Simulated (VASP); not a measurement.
Wanted: the native input for a VASP 6.6.1 run.

| Quantity | Value |
| --- | --- |
| Task | relaxation of cell and atoms |
| Functional | PBE |
| Potentials or basis | VASP PAW PBE potentials, release 64 (B) |
| Cutoff | 600 eV |
| k mesh | 21 × 21 × 11 |
| Occupations | fermi-dirac, width 0.08 eV |
| Spin | no spin polarisation |
| Target pressure | 5.9 GPa |
| Dipole correction | no |
| Further INCAR settings | ALGO = Normal; EDIFF = 1e-06; IBRION = 2; EDIFFG = -0.005; NSW = 32; ISIF = 3 |

The structure of B lies in POSCAR:

```
B
1.0
    1.6986305503      0.0000000000      0.0000000000
   -0.8493152752      1.4710572082      0.0000000000
    0.0000000000      0.0000000000      6.6116802173
B
2
Direct
    0.3333333333      0.6666666667      0.2500000000
    0.6666666667      0.3333333333      0.7500000000
```

One way to write it, as run:

INCAR

```
SYSTEM = B
PREC = Accurate ; ENCUT = 600
EDIFF = 1E-6 ; ISMEAR = -1
SIGMA = 0.08 ; LREAL = .FALSE.
LASPH = .TRUE. ; NELM = 80
ALGO = Normal ; ISIF = 3
LWAVE = .FALSE. ; LCHARG = .FALSE.
GGA = PE ; IBRION = 2
NSW = 32 ; EDIFFG = -0.005
PSTRESS = 59.0
```

KPOINTS

```
regular mesh
0
G
  21 21 11
  0 0 0
```

Potentials or basis: VASP PAW PBE potentials, release 64 (B).

Run with:

```console
$ cat potpaw_PBE.64/B/POTCAR > POTCAR
$ mpirun -np 1 vasp_std > vasp.out
```

It gave:

```
Relaxed volume                                         : 8.26 Å³/atom
Relaxed cell                                           : a = 1.698 Å, b = 1.698 Å, c = 6.611 Å, α = 90.00°, β = 90.00°, γ = 120.00°
Space group after relaxing (to 0.05 Å)                 : P6_3/mmc (No. 194)
Energy change on relaxing (the enthalpy is what falls) : +0.1 meV/atom
Ionic steps                                            : 3
Pressure after relaxing                                : 5.9 GPa
Band gap on the k mesh                                 : zero (band 3 reaches 9.21 eV, above the bottom of band 4 at -1.45 eV)
```

Caveat: the cell is relaxed towards a set pressure, so the enthalpy falls and the energy may rise; this functional lacks dispersion, which binds the layers, so the pressure and a relaxed spacing across them are unreliable.

Wall time 17 s on 1 thread of Intel(R) Xeon(R) 6975P-C (Granite Rapids) (shared host), peak memory 0.15 GiB.
